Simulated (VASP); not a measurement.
Input of a VASP 6.6.1 run:

The input INCAR:

```
SYSTEM = BiTe3
PREC     = Accurate       ! precision mode
ENCUT    = 520            ! plane-wave cutoff, eV
EDIFF    = 1E-6           ! SCF threshold, eV
ISMEAR   = 0              ! smearing method
SIGMA    = 0.1            ! smearing width, eV
LREAL    = .FALSE.        ! projectors in reciprocal space
LASPH    = .TRUE.         ! aspherical terms in the spheres
NELM     = 100            ! most SCF steps
ALGO     = Normal         ! electronic algorithm
ISIF     = 2              ! what is computed and relaxed
LWAVE    = .FALSE.        ! write WAVECAR
LCHARG   = .FALSE.        ! write CHGCAR
GGA      = PE             ! functional
NBANDS   = 24             ! bands
```

The input KPOINTS:

```
Automatic mesh
0
G
  8 8 8
  0 0 0
```

File POSCAR:

```
BiTe3
1.0
    6.0324550157      0.0000000000      0.0000000000
    0.0000000000      6.0324550157      0.0000000000
    0.0000000000      0.0000000000      6.0324550157
Bi Te
1 3
Direct
    0.5000000000      0.5000000000      0.5000000000
    0.0000000000      0.5000000000      0.5000000000
    0.5000000000      0.0000000000      0.5000000000
    0.5000000000      0.5000000000      0.0000000000
```

Potentials or basis: VASP PAW PBE potentials, release 64 (Bi_d, Te).

Launch:

```sh
$ cat potpaw_PBE.64/Bi_d/POTCAR potpaw_PBE.64/Te/POTCAR > POTCAR
$ mpirun -np 1 vasp_std > vasp.out
```

Task: What does it give for the pressure?

Result: 0.0 GPa.
